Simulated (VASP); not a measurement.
Runs of VASP 6.6.1 on SiO2. The structure is that of space group P4_2/mnm (No. 136), or close to it. The cells are those of the table. 

| task | cell | k mesh | cutoff (eV) | smearing | gap on the mesh (eV) | pressure (GPa) | largest force (eV/Å) |
| --- | --- | --- | --- | --- | --- | --- | --- |
| relaxation of cell and atoms | relaxed from a = 4.233, b = 4.233, c = 2.693 Å, 6 atoms | 6 × 6 × 8 | 600 | gaussian 0.02 eV | 5.04 | 0.0 | - |
| single point | a = 4.236, b = 4.236, c = 2.690 Å, 6 atoms | 6 × 6 × 8 | 520 | gaussian 0.02 eV | 5.03 | (a) | 0.02 |
| single point | a = 4.236, b = 4.236, c = 2.690 Å, 6 atoms | 6 × 6 × 10 | 520 | gaussian 0.05 eV | 5.03 | 0.3 | 0.02 |
| single point | a = 4.236, b = 4.236, c = 2.690 Å, 6 atoms | 6 × 6 × 8 | 520 | gaussian 0.05 eV | 5.03 | 0.3 | 0.02 |

Alike in all rows: level PBE; potentials or basis VASP PAW PBE potentials, release 64 (Si, O); no spin polarisation.

Fill in the values left out.

(a) 0.2.

A k mesh can miss the band edges.
